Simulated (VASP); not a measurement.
# Al7Ru8 (a cell with a defect) in VASP: further runs, part 2 of 2

VASP 6.6.1. Earlier steps stand in the parts before.

### 4 Single point, PBE

INCAR

```
SYSTEM = Al7Ru8
ALGO = Normal
EDIFF = 1E-6
ENCUT = 520
GGA = PE
ISIF = 2
ISMEAR = -1
LASPH = .True.
LCHARG = .False.
LREAL = Auto
LWAVE = .False.
NBANDS = 80
NELM = 60
PREC = Accurate
SIGMA = 0.1
```

KPOINTS

```
k-points
0
Gamma
  2 2 2
  0 0 0
```

POSCAR

```
Al7Ru8
1.0
    6.0171100000      0.0000000000      0.0000000000
    0.0000000000      6.0171100000      0.0000000000
    0.0000000000      0.0000000000      6.0171100000
Ru Al
8 7
Direct
    0.2676005591      0.2688232391      0.2469644065
    0.2362473014      0.2374649957      0.7502488736
    0.2675969028      0.7337121974      0.2469529392
    0.2362449747      0.7650687789      0.7502575157
    0.7324979932      0.2688142647      0.2469665670
    0.7638525804      0.2374563536      0.7502473779
    0.7324999875      0.7337198422      0.2469550997
    0.7638542423      0.7650769223      0.7502560199
    0.0000543450      0.0012673858      0.3396228422
    0.0000402186      0.5012477751      0.0003918825
    0.0000448720      0.5012781884      0.5009951621
    0.5000402186      0.0012750307      0.0003988626
    0.5000362300      0.0012539242      0.5009870187
    0.5000550098      0.5012624001     -0.0316500779
    0.5000545112      0.5012741997      0.5303860159
```

Potentials or basis: VASP PAW PBE potentials, release 64 (Ru_pv, Al).

Launch:

```bash
cat potpaw_PBE.64/Ru_pv/POTCAR potpaw_PBE.64/Al/POTCAR > POTCAR
mpirun -np 1 vasp_std > vasp.out
```

OUTCAR:

```text
SYSTEM = Al7Ru8
   EDIFF = 1E-6
   ENCUT = 520
   GGA = PE
   ISIF = 2
   ISMEAR = -1
   LASPH = .True.
   LREAL = Auto
   NELM = 60
   PREC = Accurate

 ion  position               nearest neighbor table
   1  0.268  0.269  0.247-   9 2.34  14 2.59  12 2.60  10 2.60  15 2.61  13 2.62  11 2.62   3 2.80
                             5 2.80   2 3.00   2 3.04   5 3.22   3 3.22
   2  0.236  0.237  0.750-  14 2.60  13 2.61  11 2.61  15 2.61  10 2.61  12 2.61   6 2.84   4 2.84
                             1 3.00   1 3.04   4 3.17   6 3.17   9 3.19
   3  0.268  0.734  0.247-   9 2.34  14 2.59  12 2.60  10 2.60  15 2.61  13 2.62  11 2.62   1 2.80
                             7 2.80   4 3.00   4 3.04   7 3.22   1 3.22
   4  0.236  0.765  0.750-  14 2.60  13 2.61  11 2.61  15 2.61  12 2.61  10 2.61   8 2.84   2 2.84
                             3 3.00   3 3.04   2 3.17   8 3.17   9 3.19
   5  0.732  0.269  0.247-   9 2.34  14 2.59  10 2.60  12 2.60  15 2.61  11 2.62  13 2.62   1 2.80
                             7 2.80   6 3.00   6 3.04   7 3.22   1 3.22
[... 871 lines left out ...]
  FORCE on cell =-STRESS in cart. coord.  units (eV):
  Direction    XX          YY          ZZ          XY          YZ          ZX
  --------------------------------------------------------------------------------------
  -------------------------------------------------------------------------------------
  Total       -3.5708547     -3.5596485     -7.0985681      0.0015130      0.0020751     -0.0012270
  in kB      -26.2614628    -26.1790477    -52.2056467      0.0111273      0.0152612     -0.0090237
  external PRESSURE =     -34.8820524 kB  Pullay stress =       0.0000000 kB

 VOLUME and BASIS-vectors are now :
 -----------------------------------------------------------------------------
  energy-cutoff  :      520.00
  volume of cell :      217.85
      direct lattice vectors                 reciprocal lattice vectors
     6.017110000  0.000000000  0.000000000     0.166192740  0.000000000  0.000000000
     0.000000000  6.017110000  0.000000000     0.000000000  0.166192740  0.000000000
     0.000000000  0.000000000  6.017110000     0.000000000  0.000000000  0.166192740

 POSITION                                       TOTAL-FORCE (eV/Angst)
 -----------------------------------------------------------------------------------
      1.61018      1.61754      1.48601        -0.071863     -0.071303     -0.259885
      1.42153      1.42885      4.51433         0.015926      0.015417     -0.146358
      1.61016      4.41483      1.48594        -0.072276      0.071357     -0.261160
      1.42151      4.60350      4.51438         0.015666     -0.016789     -0.145631
      4.40752      1.61749      1.48602         0.071405     -0.070648     -0.260281
      4.59619      1.42880      4.51432        -0.015581      0.014051     -0.146110
      4.40753      4.41487      1.48596         0.072552      0.071267     -0.261128
      4.59619      4.60355      4.51437        -0.015107     -0.016341     -0.145774
      0.00033      0.00763      2.04355         0.000488      0.000613      2.331955
      0.00024      3.01606      0.00236         0.001379      0.001519     -0.088599
      0.00027      3.01625      3.01454         0.000840     -0.000289     -0.111789
      3.00880      0.00767      0.00240        -0.000192      0.001177     -0.088899
      3.00877      0.00754      3.01449        -0.000674      0.001028     -0.111443
      3.00889      3.01615      5.82667        -0.001222     -0.001098     -0.052383
      3.00888      3.01622      3.19139        -0.001338      0.000039     -0.252517
 -----------------------------------------------------------------------------------
    total drift:                               -0.000447      0.011058      0.004202

  FREE ENERGIE OF THE ION-ELECTRON SYSTEM (eV)
  ---------------------------------------------------
  free  energy   TOTEN  =      -106.3403450562 eV

  energy  without entropy=     -106.0194545996  energy(sigma->0) =     -106.17989983
```

stdout:

```text
POSCAR found type information on POSCAR RuAl
 POSCAR found :  2 types and      15 ions
 scaLAPACK will be used
 LDA part: xc-table for (Slater+PW92), standard interpolation
 POSCAR, INCAR and KPOINTS ok, starting setup
 FFT: planning ... GRIDC
 FFT: planning ... GRID_SOFT
 FFT: planning ... GRID
 WAVECAR not read
 entering main loop
```

Run time: 2.3 min. Hardware: 1 thread of Intel Xeon 6975P-C (Granite Rapids), shared host; peak memory 0.35 GiB.

Results:

| Item | Value |
| --- | --- |
| Free energy | -106.3403 eV |
| Pressure | -3.5 GPa |
| Largest force | 2.332 eV/Å |
| Band gap on the k mesh | zero (an odd number of electrons rules out a gap without spin polarisation) |

Forces in eV/Å, atoms in the order of the input:
```
Ru  -0.072 -0.071 -0.260
Ru   0.016  0.015 -0.146
Ru  -0.072  0.071 -0.261
Ru   0.016 -0.017 -0.146
Ru   0.071 -0.071 -0.260
Ru  -0.016  0.014 -0.146
Ru   0.073  0.071 -0.261
Ru  -0.015 -0.016 -0.146
Al   0.000  0.001  2.332
Al   0.001  0.002 -0.089
Al   0.001  0.000 -0.112
Al   0.000  0.001 -0.089
Al  -0.001  0.001 -0.111
Al  -0.001 -0.001 -0.052
Al  -0.001  0.000 -0.253
```

Caveat: the k points lie up to 0.52 Å⁻¹ apart, too coarse for converged energies and pressures of a metal.

### 5 Single point, PBE

INCAR

```
SYSTEM = Al7Ru8
ALGO     = Normal         ! electronic algorithm
EDIFF    = 1E-6           ! SCF threshold, eV
ENCUT    = 520            ! plane-wave cutoff, eV
GGA      = PE             ! functional
ISIF     = 2              ! what is computed and relaxed
ISMEAR   = -1             ! smearing method
LASPH    = .True.         ! aspherical terms in the spheres
LCHARG   = .True.         ! write CHGCAR
LELF     = .True.         ! ELF
LREAL    = Auto         
LVHAR    = .True.       
LWAVE    = .False.        ! write WAVECAR
NBANDS   = 80             ! bands
NELM     = 80             ! most SCF steps
PREC     = Accurate       ! precision mode
SIGMA    = 0.1            ! smearing width, eV
```

KPOINTS is that of step 4.

POSCAR

```
Al7Ru8
1.0
    6.0171100000      0.0000000000      0.0000000000
    0.0000000000      6.0171100000      0.0000000000
    0.0000000000      0.0000000000      6.0171100000
Ru Al
8 7
Direct
    0.2595624810      0.2608129152      0.2463642845
    0.2387042949      0.2399514052      0.7504418234
    0.2595589909      0.7417447911      0.2463566396
    0.2387013034      0.7626059686      0.7504481387
    0.7404993427      0.2608070984      0.2463657802
    0.7613586921      0.2399452561      0.7504411586
    0.7405020018      0.7417499431      0.2463571382
    0.7613608526      0.7626112868      0.7504481387
    0.0000334047      0.0012781884      0.4260088315
    0.0000255937      0.5012589100      0.0007613289
    0.0000270894      0.5012853347      0.5003724379
    0.5000226022      0.0012840051      0.0007671457
    0.5000226022      0.0012653915      0.5003647931
    0.5000347343      0.5012753631     -0.0230080554
    0.5000347343      0.5012831741      0.5206644053
```

Potentials or basis: VASP PAW PBE potentials, release 64 (Ru_pv, Al).

Launch:

```bash
cat potpaw_PBE.64/Ru_pv/POTCAR potpaw_PBE.64/Al/POTCAR > POTCAR
mpirun -np 1 vasp_std > vasp.out
```

OUTCAR:

```text
SYSTEM = Al7Ru8
   EDIFF = 1E-6
   ENCUT = 520
   GGA = PE
   ISIF = 2
   ISMEAR = -1
   LASPH = .True.
   LREAL = Auto
   NELM = 80
   PREC = Accurate

 ion  position               nearest neighbor table
   1  0.260  0.261  0.246-   9 2.46  12 2.59  10 2.59  14 2.61  13 2.62  11 2.62  15 2.63   3 2.89
                             5 2.89   2 2.99   2 3.04   5 3.12   3 3.12
   2  0.239  0.240  0.750-  13 2.61  11 2.61  14 2.61  10 2.61  12 2.61  15 2.62   9 2.82   4 2.87
                             6 2.87   1 2.99   1 3.04   6 3.14   4 3.14
[... 887 lines left out ...]
  energy-cutoff  :      520.00
  volume of cell :      217.85
      direct lattice vectors                 reciprocal lattice vectors
     6.017110000  0.000000000  0.000000000     0.166192740  0.000000000  0.000000000
     0.000000000  6.017110000  0.000000000     0.000000000  0.166192740  0.000000000
     0.000000000  0.000000000  6.017110000     0.000000000  0.000000000  0.166192740

 POSITION                                       TOTAL-FORCE (eV/Angst)
 -----------------------------------------------------------------------------------
      1.56182      1.56934      1.48240        -0.176317     -0.175421     -0.179020
      1.43631      1.44381      4.51549         0.068066      0.067142     -0.124757
      1.56179      4.46316      1.48235        -0.176031      0.174119     -0.178721
      1.43629      4.58868      4.51553         0.070069     -0.070036     -0.126190
      4.45567      1.56930      1.48241         0.175871     -0.175365     -0.179112
      4.58118      1.44378      4.51549        -0.068562      0.067576     -0.125035
      4.45568      4.46319      1.48236         0.175429      0.173844     -0.178707
      4.58119      4.58872      4.51553        -0.070071     -0.069984     -0.126042
      0.00020      0.00769      2.56334        -0.000216      0.000834      1.873241
      0.00015      3.01613      0.00458         0.000091      0.002682     -0.095349
      0.00016      3.01629      3.01080         0.000041      0.001496     -0.104966
      3.00869      0.00773      0.00462         0.000858      0.001547     -0.095850
      3.00869      0.00761      3.01075         0.000627      0.001844     -0.104607
      3.00876      3.01623      5.87867        -0.000108     -0.002058      0.038398
      3.00876      3.01628      3.13289         0.000254      0.001781     -0.293283
 -----------------------------------------------------------------------------------
    total drift:                                0.000181      0.005490      0.005203

  FREE ENERGIE OF THE ION-ELECTRON SYSTEM (eV)
  ---------------------------------------------------
  free  energy   TOTEN  =      -107.6425843520 eV

  energy  without entropy=     -107.3432592676  energy(sigma->0) =     -107.49292181
```

It took 2.2 min on 1 thread of Intel Xeon 6975P-C (Granite Rapids), shared host; peak memory 0.36 GiB.

What came out:

| Quantity | Value |
| --- | --- |
| Free energy | -107.6426 eV |
| Pressure | -6.3 GPa |
| Largest force | 1.873 eV/Å |
| Band gap on the k mesh | zero (an odd number of electrons rules out a gap without spin polarisation) |

Forces on the atoms (eV/Å):
```
Ru  -0.176 -0.175 -0.179
Ru   0.068  0.067 -0.125
Ru  -0.176  0.174 -0.179
Ru   0.070 -0.070 -0.126
Ru   0.176 -0.175 -0.179
Ru  -0.069  0.068 -0.125
Ru   0.175  0.174 -0.179
Ru  -0.070 -0.070 -0.126
Al   0.000  0.001  1.873
Al   0.000  0.003 -0.095
Al   0.000  0.001 -0.105
Al   0.001  0.002 -0.096
Al   0.001  0.002 -0.105
Al   0.000 -0.002  0.038
Al   0.000  0.002 -0.293
```

Levels at points of the mesh, in eV from the Fermi level:
| k point | band 65 | band 66 | band 67 | band 68 | band 69 | band 70 |
| --- | --- | --- | --- | --- | --- | --- |
| (0.00, 0.00, 0.00) | 0.41 | 0.46 | 0.52 | 0.52 | 0.60 | 1.48 |
| (0.50, 0.00, 0.00) | -0.25 | -0.13 | 0.33 | 0.39 | 1.53 | 1.53 |
| (0.00, 0.50, 0.00) | -0.25 | -0.13 | 0.33 | 0.39 | 1.53 | 1.53 |
| (0.00, 0.00, 0.50) | -0.27 | 0.06 | 0.38 | 0.46 | 1.57 | 1.60 |
| (0.50, 0.50, 0.00) | -0.44 | -0.32 | -0.25 | -0.25 | 1.05 | 1.18 |
| (0.00, 0.50, 0.50) | -0.30 | -0.20 | -0.11 | -0.07 | 0.73 | 0.85 |
| (0.50, 0.00, 0.50) | -0.30 | -0.20 | -0.11 | -0.07 | 0.73 | 0.85 |
| (0.50, 0.50, 0.50) | -0.86 | -0.84 | -0.75 | -0.75 | -0.61 | -0.61 |

Caveat: the k points lie up to 0.52 Å⁻¹ apart, too coarse for converged energies and pressures of a metal.
